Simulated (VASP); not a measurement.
# CsI (Pm-3m) in VASP: a series of runs

Runs on CsI. Level: PBE. Tasks: single point.

Program: VASP 6.6.1. These are calculated values, not measurements. Logs are shortened: lines on timing, memory, paths and dates and some standing lists are left out, and cuts for length are marked.

## (1) The cell of the first run

The structure is cubic, space group Pm-3m (No. 221). The conventional cell has a = 4.588 Å, b = 4.588 Å, c = 4.588 Å, α = 90.00°, β = 90.00°, γ = 90.00°. Within 5.2 Å of Cs (site symmetry m-3m) lie 8 I at 3.97 Å and 6 Cs at 4.59 Å. Within 5.2 Å of I (site symmetry m-3m) lie 8 Cs at 3.97 Å and 6 I at 4.59 Å.

## (2) Single point, PBE (48.29 Å³/atom)

Contents of INCAR:

```
SYSTEM = CsI
  PREC = Accurate
  ENCUT = 500
  EDIFF = 1E-6
  ISMEAR = 0
  SIGMA = 0.05
  LREAL = .False.
  LASPH = .True.
  NELM = 120
  ALGO = Normal
  ISIF = 2
  LWAVE = .False.
  LCHARG = .False.
  GGA = PE
  NBANDS = 15
  GGA_COMPAT = .False.
```

Contents of KPOINTS:

```
Automatic mesh
0
Gamma
  8 8 8
  0 0 0
```

Contents of POSCAR:

```
CsI
1.0
    4.5881907370      0.0000000000      0.0000000000
    0.0000000000      4.5881907370      0.0000000000
    0.0000000000      0.0000000000      4.5881907370
Cs I
1 1
Direct
    0.0000000000      0.0000000000      0.0000000000
    0.5000000000      0.5000000000      0.5000000000
```

Potentials or basis: VASP PAW PBE potentials, release 64 (Cs_sv, I).

Launch:

```sh
$ cat potpaw_PBE.64/Cs_sv/POTCAR potpaw_PBE.64/I/POTCAR > POTCAR
$ mpirun -np 1 vasp_std > vasp.out
```

OUTCAR:

```text
SYSTEM = CsI
   PREC = Accurate
   ENCUT = 500
   EDIFF = 1E-6
   ISMEAR = 0
   LREAL = .False.
   LASPH = .True.
   NELM = 120
   ISIF = 2
   GGA = PE

 ion  position               nearest neighbor table
   1  0.000  0.000  0.000-
   2  0.500  0.500  0.500-

  LATTYP: Found a simple cubic cell.
 ALAT       =     4.5881907370

  Lattice vectors:

 A1 = (   4.5881907370,   0.0000000000,   0.0000000000)
 A2 = (   0.0000000000,   4.5881907370,   0.0000000000)
 A3 = (   0.0000000000,   0.0000000000,   4.5881907370)

Analysis of symmetry for initial positions (statically):
=====================================================================
 Subroutine PRICEL returns:
 Original cell was already a primitive cell.

 Routine SETGRP: Setting up the symmetry group for a
 simple cubic supercell.

 Subroutine GETGRP returns: Found 48 space group operations
 (whereof 48 operations were pure point group operations)
 out of a pool of 48 trial point group operations.

The static configuration has the point symmetry O_h .

Analysis of symmetry for dynamics (positions and initial velocities):
=====================================================================
 Subroutine PRICEL returns:
 Original cell was already a primitive cell.

 Routine SETGRP: Setting up the symmetry group for a
 simple cubic supercell.

 Subroutine GETGRP returns: Found 48 space group operations
 (whereof 48 operations were pure point group operations)
 out of a pool of 48 trial point group operations.

The dynamic configuration has the point symmetry O_h .

 Subroutine INISYM returns: Found 48 space group operations
 (whereof 48 operations are pure point group operations),
 and found     1 'primitive' translations

----------------------------------------------------------------------------------------

                                     Primitive cell

  volume of cell :      96.5883

  direct lattice vectors                    reciprocal lattice vectors
     4.588190737  0.000000000  0.000000000     0.217950835  0.000000000  0.000000000
     0.000000000  4.588190737  0.000000000     0.000000000  0.217950835  0.000000000
     0.000000000  0.000000000  4.588190737     0.000000000  0.000000000  0.217950835

  length of vectors
     4.588190737  4.588190737  4.588190737     0.217950835  0.217950835  0.217950835

  position of ions in fractional coordinates (direct lattice)
     0.000000000  0.000000000  0.000000000
     0.500000000  0.500000000  0.500000000

[... 81 lines left out ...]
   NFREE  =      0    steps in history (QN), initial steepest desc. (CG)
   ISIF   =      2    stress and relaxation
   ISYM   =      2    0-nonsym 1-usesym 2-fastsym
   POTIM  = 0.5000    time-step for ionic-motion
   TEBEG  =    0.0;   TEEND  =   0.0 temperature during run
   PSTRESS=    0.0 pullay stress
   NELECT =      16.0000    total number of electrons
   NUPDOWN=      -1.0000    fix difference up-down
   EMIN   =  10.00;   EMAX   =-10.00  energy-range for DOS
   EFERMI =   0.00;   METHOD = LEGACY
   ISMEAR =     0;   SIGMA  =   0.05  broadening in eV -4-tet -1-fermi 0-gaus
   EFERMI_NEDOS =   21; number of points for ismear=-14 and -15
   IALGO  =     38    algorithm
   IMIX   =      4    mixing-type and parameters
     AMIX     =   0.40;   BMIX     =  1.00
     AMIX_MAG =   1.60;   BMIX_MAG =  1.00
  volume/ion in A,a.u.               =      48.29       325.90
  Fermi-wavevector in a.u.,A,eV,Ry     =   0.899097  1.699048 10.998623  0.808376
  Thomas-Fermi vector in A             =   2.021889
   LORBIT       =      0    0 simple, 1 ext, 2 COOP (PROOUT), +10 PAW based schemes
   GGA     = PE    functional components
   LHFCALC =     F    Hartree Fock is set to
   AEXX    =    0.0000 exact exchange contribution
   IVDW    =     0    specifies the selected vdW correction
   LEPSILON=     F    determine dielectric tensor
   LRPA    =     F    only Hartree local field effects (RPA)
 non-spin polarized calculation
 Gauss-broadening in eV      SIGMA  =   0.05
  energy-cutoff  :      500.00
  volume of cell :       96.59
 maximum number of plane-waves:      2469
 NGX is ok and might be reduce to    36
   NGX = 17   NGY = 17   NGZ = 17

 number of electron      16.0000003 magnetization

 Free energy of the ion-electron system (eV)
  ---------------------------------------------------
  ext. energy  EPLUGINS =         0.00000000
  ---------------------------------------------------
  free energy    TOTEN  =        -5.43326574 eV

  energy without entropy =       -5.43326574  energy(sigma->0) =       -5.43326574

 E-fermi :   0.9688     XC(G=0):  -7.7084

 val. band max:        0.7302519040   @ k =   0.5000   0.5000   0.0000
 cond. band min:       4.5603617074   @ k =   0.0000   0.0000   0.0000
 fundamental gap:      3.8301098034
 Fermi energy:         0.9688334162

 k-point     1 :       0.0000    0.0000    0.0000
  band No.  band energies     occupation
      1     -19.6782      2.00000
      2      -9.9058      2.00000
      3      -6.3806      2.00000
      4      -6.3806      2.00000
      5      -6.3806      2.00000
      6       0.6394      2.00000
      7       0.6394      2.00000
      8       0.6394      2.00000
      9       4.5604      0.00000
     10       4.9317      0.00000
     11       4.9317      0.00000
     12       8.4608      0.00000
     13       8.4608      0.00000
     14       8.4608      0.00000
[... 401 lines left out ...]
      2      -9.7537      2.00000
      3      -6.6856      2.00000
      4      -6.6590      2.00000
      5      -6.3425      2.00000
      6      -0.2582      2.00000
      7      -0.1101      2.00000
      8       0.4878      2.00000
      9       5.4341      0.00000
     10       6.1366      0.00000
     11       6.9850      0.00000
     12       7.1297      0.00000
     13       8.8735      0.00000
     14       9.8252      0.00000
     15      10.1896      0.00000

 [... further k-points ...]
[... 5 lines left out ...]
  --------------------------------------------------------------------------------------
  -------------------------------------------------------------------------------------
  Total        0.3644711      0.3644711      0.3644711     -0.0000000     -0.0000000     -0.0000000
  in kB        6.0457376      6.0457376      6.0457376     -0.0000000     -0.0000000     -0.0000000
  external PRESSURE =       6.0457376 kB  Pullay stress =       0.0000000 kB

 VOLUME and BASIS-vectors are now :
 -----------------------------------------------------------------------------
  energy-cutoff  :      500.00
  volume of cell :       96.59
      direct lattice vectors                 reciprocal lattice vectors
     4.588190737  0.000000000  0.000000000     0.217950835  0.000000000  0.000000000
     0.000000000  4.588190737  0.000000000     0.000000000  0.217950835  0.000000000
     0.000000000  0.000000000  4.588190737     0.000000000  0.000000000  0.217950835

 POSITION                                       TOTAL-FORCE (eV/Angst)
 -----------------------------------------------------------------------------------
      0.00000      0.00000      0.00000         0.000000      0.000000      0.000000
      2.29410      2.29410      2.29410         0.000000      0.000000      0.000000
 -----------------------------------------------------------------------------------
    total drift:                               -0.000000      0.000000      0.000000

  FREE ENERGIE OF THE ION-ELECTRON SYSTEM (eV)
  ---------------------------------------------------
  free  energy   TOTEN  =        -5.4332657360 eV

  energy  without entropy=       -5.4332657360  energy(sigma->0) =       -5.43326574
```

OSZICAR:

```text
N       E                     dE             d eps       ncg     rms          rms(c)
DAV:   1     0.868045952493E+02    0.86805E+02   -0.59425E+03  1050   0.852E+02
DAV:   2     0.198311274085E+01   -0.84821E+02   -0.77482E+02  1465   0.140E+02
DAV:   3    -0.547368830606E+01   -0.74568E+01   -0.74312E+01  1400   0.456E+01
DAV:   4    -0.557412641776E+01   -0.10044E+00   -0.10043E+00  1316   0.648E+00
DAV:   5    -0.557544808762E+01   -0.13217E-02   -0.13217E-02  1456   0.727E-01    0.159E+00
DAV:   6    -0.545423952156E+01    0.12121E+00   -0.96529E-02  1281   0.154E+00    0.111E+00
DAV:   7    -0.542945299204E+01    0.24787E-01   -0.10025E-01  1295   0.152E+00    0.606E-01
DAV:   8    -0.543346166793E+01   -0.40087E-02   -0.12759E-02  1162   0.607E-01    0.115E-01
DAV:   9    -0.543318474843E+01    0.27692E-03   -0.64494E-04  1442   0.132E-01    0.508E-02
DAV:  10    -0.543326763660E+01   -0.82888E-04   -0.21676E-04  1141   0.829E-02    0.320E-02
DAV:  11    -0.543326478555E+01    0.28511E-05   -0.11059E-05  1407   0.162E-02    0.987E-03
DAV:  12    -0.543326573596E+01   -0.95042E-06   -0.38162E-06  1183   0.126E-02
   1 F= -.54332657E+01 E0= -.54332657E+01  d E =-.214208E-13
```

Wall time 46 s (1 thread of Intel Xeon 8259CL, shared host); peak memory 0.23 GiB.

Results:

```
Free energy            : -5.4333 eV
Pressure               : 0.6 GPa
Band gap on the k mesh : 3.83 eV (least direct gap 3.92 eV)
```

Levels at points of the mesh, in eV from the valence-band top:
```csv
k point,band 4,band 5,band 6,band 7,band 8,band 9,band 10,band 11,band 12,band 13
"(0.00, 0.00, 0.00)",-7.11,-7.11,-0.09,-0.09,-0.09,3.83,4.20,4.20,7.73,7.73
"(0.50, 0.00, 0.00)",-7.05,-7.05,-1.53,-0.24,-0.24,5.20,6.43,6.67,6.82,7.86
"(0.50, 0.50, 0.00)",-7.46,-7.01,-0.85,-0.85,0.00,4.25,4.92,6.10,6.10,9.47
"(0.50, 0.50, 0.50)",-7.35,-7.35,-1.27,-1.27,-1.27,7.13,7.13,7.13,7.79,7.79
```

Caveat: spin-orbit coupling is left out, which moves the levels of the heavy elements. A k mesh can miss the band edges.

## (3) Single point, PBE (47.98 Å³/atom)

This run uses another cell than the first one, of 47.98 Å³/atom.

Contents of INCAR:

```
PREC = Accurate
ENCUT = 500
EDIFF = 1E-6
ISMEAR = 0
SIGMA = 0.05
LREAL = False
LASPH = True
NELM = 120
ALGO = Normal
ISIF = 2
LWAVE = False
LCHARG = True
GGA = PE
LELF = True
LVHAR = True
NBANDS = 15
GGA_COMPAT = False
```

Contents of KPOINTS:

```
regular mesh
0
Gamma
  8 8 8
```

Contents of POSCAR:

```
CsI
1.0
    4.5783159319      0.0000000000      0.0000000000
    0.0000000000      4.5783159319      0.0000000000
    0.0000000000      0.0000000000      4.5783159319
Cs I
1 1
Direct
    0.0000000000      0.0000000000      0.0000000000
    0.5000000000      0.5000000000      0.5000000000
```

Potentials or basis: VASP PAW PBE potentials, release 64 (Cs_sv, I).

Launch:

```sh
$ cat potpaw_PBE.64/Cs_sv/POTCAR potpaw_PBE.64/I/POTCAR > POTCAR
$ mpirun -np 1 vasp_std > vasp.out
```

OUTCAR:

```text
PREC = Accurate
   ENCUT = 500
   EDIFF = 1E-6
   ISMEAR = 0
   LREAL = False
   LASPH = True
   NELM = 120
   ISIF = 2
   GGA = PE

 ion  position               nearest neighbor table
   1  0.000  0.000  0.000-
   2  0.500  0.500  0.500-

  LATTYP: Found a simple cubic cell.
 ALAT       =     4.5783159319

  Lattice vectors:

 A1 = (   4.5783159319,   0.0000000000,   0.0000000000)
 A2 = (   0.0000000000,   4.5783159319,   0.0000000000)
 A3 = (   0.0000000000,   0.0000000000,   4.5783159319)

[... 605 lines left out ...]
      8       0.5228      2.00000
      9       5.4747      0.00000
     10       6.1815      0.00000
     11       7.0279      0.00000
     12       7.1749      0.00000
     13       8.9387      0.00000
     14       9.9019      0.00000
     15      10.2583      0.00000

 [... further k-points ...]
[... 5 lines left out ...]
  --------------------------------------------------------------------------------------
  -------------------------------------------------------------------------------------
  Total        0.4135394      0.4135394      0.4135394      0.0000000      0.0000000      0.0000000
  in kB        6.9041502      6.9041502      6.9041502      0.0000000      0.0000000      0.0000000
  external PRESSURE =       6.9041502 kB  Pullay stress =       0.0000000 kB

 VOLUME and BASIS-vectors are now :
 -----------------------------------------------------------------------------
  energy-cutoff  :      500.00
  volume of cell :       95.97
      direct lattice vectors                 reciprocal lattice vectors
     4.578315932  0.000000000  0.000000000     0.218420925  0.000000000  0.000000000
     0.000000000  4.578315932  0.000000000     0.000000000  0.218420925  0.000000000
     0.000000000  0.000000000  4.578315932     0.000000000  0.000000000  0.218420925

 POSITION                                       TOTAL-FORCE (eV/Angst)
 -----------------------------------------------------------------------------------
      0.00000      0.00000      0.00000         0.000000      0.000000      0.000000
      2.28916      2.28916      2.28916         0.000000      0.000000      0.000000
 -----------------------------------------------------------------------------------
    total drift:                               -0.000000      0.000000      0.000000

  FREE ENERGIE OF THE ION-ELECTRON SYSTEM (eV)
  ---------------------------------------------------
  free  energy   TOTEN  =        -5.4307341575 eV

  energy  without entropy=       -5.4307341575  energy(sigma->0) =       -5.43073416
```

stdout:

```text
POSCAR found type information on POSCAR CsI
 POSCAR found :  2 types and       2 ions
 scaLAPACK will be used
 LDA part: xc-table for (Slater+PW92), standard interpolation
 POSCAR, INCAR and KPOINTS ok, starting setup
 FFT: planning ... GRIDC
 FFT: planning ... GRID_SOFT
 FFT: planning ... GRID
 WAVECAR not read
 entering main loop
```

Wall time 49 s (1 thread of Intel Xeon 8259CL, shared host); peak memory 0.23 GiB.

Results:

```yaml
Free_energy: -5.4307 eV
Pressure: 0.7 GPa
Band_gap_on_the_k_mesh: 3.85 eV (least direct gap 3.94 eV)
```

Levels at points of the mesh, in eV from the valence-band top:
```
           k point  band 6  band 7  band 8  band 9  band 10  band 11
(0.00, 0.00, 0.00)   -0.09   -0.09   -0.09    3.85     4.19     4.19
(0.50, 0.00, 0.00)   -1.54   -0.24   -0.24    5.20     6.45     6.70
(0.50, 0.50, 0.00)   -0.85   -0.85    0.00    4.24     4.92     6.10
(0.50, 0.50, 0.50)   -1.29   -1.29   -1.29    7.15     7.15     7.15
```

Caveat: spin-orbit coupling is left out, which moves the levels of the heavy elements.
